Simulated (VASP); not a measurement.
BeH: relaxation of cell and atoms with PBE

The system is BeH.

```
Be H
1.0
     0.00000    1.82981    1.82981
     1.82981    0.00000    1.82981
     1.82981    1.82981    0.00000
Be H
1 1
Direct
  0.00000 0.00000 0.00000
  0.25000 0.25000 0.25000
```

| Property | Result |
| --- | --- |
| Program | VASP 6.6.1 |
| Task | relaxation of cell and atoms |
| Functional | PBE |
| Potentials or basis | VASP PAW PBE potentials, release 64 (Be, H) |
| Cutoff | 600 eV |
| k mesh | 26 × 26 × 26 |
| Occupations | gaussian, width 0.1 eV |
| Spin | no spin polarisation |
| Dipole correction | no |
| Further INCAR settings | ALGO = Normal; EDIFF = 1e-07; IBRION = 2; EDIFFG = -0.01; NSW = 100; ISIF = 3 |

```yaml
Pressure_after_relaxing: -0.1 GPa
Band_gap_on_the_k_mesh: zero (an odd number of electrons rules out a gap without spin polarisation)
```

Final structure:
```yaml
crystal:
  lattice:
    - [0.00000, 1.82981, 1.82981]
    - [1.82981, 0.00000, 1.82981]
    - [1.82981, 1.82981, 0.00000]
  atoms:
    - { symbol: Be, position: [0.00000, 0.00000, 0.00000] }
    - { symbol: H, position: [0.25000, 0.25000, 0.25000] }
```

Levels at points of the mesh, in eV from the Fermi level:
```tsv
k point	band 1	band 2	band 3	band 4	band 5
(0.00, 0.00, 0.00)	-13.12	12.29	12.60	12.60	12.60
(0.50, 0.00, 0.00)	-8.32	-3.28	10.24	10.24	14.45
(0.50, 0.50, 0.00)	-7.09	0.83	5.31	5.31	6.14
```

It took 21 s on 1 thread of AMD EPYC 9R45 (Zen 5) (shared host), peak memory 0.14 GiB.

Caveat: the relaxation stopped at its first step, so nothing moved.
